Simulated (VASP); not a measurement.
Write the native input for VASP 6.6.1 that does the following.

```yaml
Task: single point
Functional: r2SCAN
Potentials_or_basis: VASP PAW PBE potentials, release 64 (Li_sv)
Cutoff: 520 eV
k_mesh: 16 × 16 × 16
Occupations: gaussian, width 0.1 eV
Spin: no spin polarisation
Dipole_correction: no
Further_INCAR_settings: ALGO = Normal; EDIFF = 1e-06; NBANDS = 8
```

Crystal: Li.

```
Li
1.0
     0.00000    2.23112    2.23112
     2.23112    0.00000    2.23112
     2.23112    2.23112    0.00000
Li
1
Direct
  0.00000 0.00000 0.00000
```

This isn't the form of Li at room conditions, which is bcc.

The input as run:

POSCAR

```
Li
1.0
    0.0000000000      2.2311201406      2.2311201406
    2.2311201406      0.0000000000      2.2311201406
    2.2311201406      2.2311201406      0.0000000000
Li
1
Direct
    0.0000000000      0.0000000000      0.0000000000
```

INCAR.step1

```
PREC = Accurate
ENCUT = 520
ISMEAR = 0
SIGMA = 0.1
LREAL = F
LASPH = T
NELM = 80
NBANDS = 8
GGA = PE
ALGO = Normal
EDIFF = 1E-4
LWAVE = T
LCHARG = F
```

INCAR.step2

```
PREC = Accurate
ENCUT = 520
EDIFF = 1E-6
ISMEAR = 0
SIGMA = 0.1
LREAL = F
LASPH = T
NELM = 80
ALGO = Normal
ISIF = 2
LWAVE = F
LCHARG = T
METAGGA = R2SCAN
LMIXTAU = T
LELF = T
LVHAR = T
NBANDS = 8
ISTART = 1
```

KPOINTS

```
regular mesh
0
Gamma
  16 16 16
```

Potentials or basis: VASP PAW PBE potentials, release 64 (Li_sv).

Command:

```sh
$ cat potpaw_PBE.64/Li_sv/POTCAR > POTCAR
$ cp INCAR.step1 INCAR
$ mpirun -np 1 vasp_std > vasp.out
$ cp INCAR.step2 INCAR
$ mpirun -np 1 vasp_std > vasp.out
```

It gave:

- Band gap on the k mesh: zero (an odd number of electrons rules out a gap without spin polarisation)

It took 2.2 min on 1 thread of Intel Xeon 8259CL, with other jobs on the host, peak memory 0.15 GiB.
